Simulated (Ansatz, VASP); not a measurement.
**Two plane-wave programs on TlBr3**

```xyz
4
Lattice="12.8400 0.0000 0.0000 0.0000 13.4300 0.0000 0.0000 0.0000 9.0000" Properties=species:S:1:pos:R:3 pbc="T T T"
Tl    5.7796    6.7163    4.5000
Br    8.3387    6.7162    4.5000
Br    4.5001    8.9326    4.5000
Br    4.5000    4.5000    4.5000
```

Alike in both runs: task single point; functional PBE; k mesh 1 × 1 × 1; occupations gaussian, width 0.01 eV; non-collinear spin, spin-orbit coupling.

```csv
,VASP,Ansatz
version,VASP 6.6.1,Ansatz 0.2.0
potentials or method,"VASP PAW PBE potentials, release 64 (Tl_d, Br), cutoff 520 eV","plane waves, PAW"
valence electrons in the cell,34,34
```

|  | VASP | Ansatz | Ansatz less VASP |
| --- | --- | --- | --- |
| rms of the force components (eV/Å) | 0.127 | 0.141 | +0.0141 |
| net moment per atom (μB) | 0.00 | 0.00 | 0.000 |

Atom by atom the forces differ by 0.014 eV/Å (rms over components). Ansatz's warnings: structure snapped to symmetry, xc potential rough in thin density.
